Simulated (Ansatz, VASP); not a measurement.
**ScH5 in VASP and in Ansatz**

```
CELL_PARAMETERS angstrom
3.41309 0.00000 0.00000
-1.70654 2.95582 0.00000
0.00000 0.00000 3.99681
ATOMIC_POSITIONS crystal
Sc 0.00000 0.00000 0.50000
H 0.33333 0.66667 0.66285
H 0.66667 0.33333 0.66285
H 0.66667 0.33333 0.33715
H 0.33333 0.66667 0.33715
H 0.00000 0.00000 0.00000
```

Alike in both runs: functional PBE; k mesh 6 × 6 × 4; occupations gaussian, width 0.1 eV; no spin polarisation.

Ansatz relaxed the structure, and its values are those at the end. VASP's run is a single point on that final structure, the one shown.

```csv
,VASP,Ansatz
version,VASP 6.6.1,Ansatz 0.2.0
potentials or method,"VASP PAW PBE potentials, release 64 (Sc_sv, H), cutoff 520 eV","scalar-relativistic, plane waves, PAW"
valence electrons in the cell,16,16
```

```csv
,VASP,Ansatz,Ansatz less VASP
gap on the k mesh at the Fermi level (eV),none,none,-
pressure (GPa),0.0,-0.1,-0.10
rms of the force components (eV/Å),0.014,0.008,-0.0057
```

A gap of «none» marks a metal or a gap that the smearing closes. With one functional, cell and mesh, what is left measures potentials, basis and numerics.

The k mesh is coarse, so the values compare programs but aren't converged.
